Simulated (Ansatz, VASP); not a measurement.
One calculation of In, two programs

The input INCAR:

```
ALGO = Normal
EDIFF = 1E-8
ENCUT = 520
ISIF = 2
ISMEAR = -1
LASPH = True
LCHARG = False
LEFG = True
LREAL = False
LWAVE = False
NBANDS = 12
NELM = 100
PREC = Accurate
SIGMA = 0.05
```

File KPOINTS:

```
k-points
0
Gamma
  12 12 14
```

File POSCAR:

```
In
1.0
   -1.6056495000      1.6303890000      2.4739500000
    1.6303890000     -1.6056495000      2.4739500000
    1.6219110000      1.6219110000     -2.4576885000
In
1
Direct
    0.0000000000      0.0000000000      0.0000000000
```

Input for Ansatz:

```yaml
crystal:
  lattice:
    - [-1.6056495, 1.630389, 2.47395]
    - [1.630389, -1.6056495, 2.47395]
    - [1.621911, 1.621911, -2.4576885]
  atoms:
    - { symbol: In, position: [0.0, 0.0, 0.0] }
kpoints:
  mp_grid: { grid: [12, 12, 14] }
scf:
  occupations: { method: fermi_dirac, width: 0.05 }
hamiltonian:
  xc: lda
  pseudopotentials: { kind: all_electron, datasets: crystal }
output:
  forces: true
  stress: true
  eigenvalues: true
  efg: { contact_densities: true }
```

Change from the starting cell: equal xy, yz and zx shear strains of +1 %, crystal datasets.

Alike in both runs: task electric field gradients; functional LDA; k mesh 12 × 12 × 14; occupations fermi-dirac, width 0.05 eV; no spin polarisation.

|  | VASP | Ansatz |
| --- | --- | --- |
| version | VASP 6.6.1 | Ansatz 0.2.0 |
| potentials or method | VASP PAW LDA potentials, release 64 (In_d), cutoff 520 eV | all-electron PAW with datasets made for the crystal, scalar-relativistic |

Ansatz gave:

| Quantity | Value |
| --- | --- |
| pressure (GPa) | -2.5 |
| traceless stress, the component that is largest in VASP (GPa) | -0.27 |
| size of Vzz on the site where it differs most (V/Å²) | 17.9 |

What did VASP give for the same quantities?

Pressure (GPa): -2.5; traceless stress, the component that is largest in VASP (GPa): -0.28; size of Vzz on the site where it differs most (V/Å²): 18.2.

LDA's correlation is that of Perdew and Zunger in VASP and of Perdew and Wang (1992) in Ansatz. Ansatz ran all-electron here, and VASP with PAW potentials.
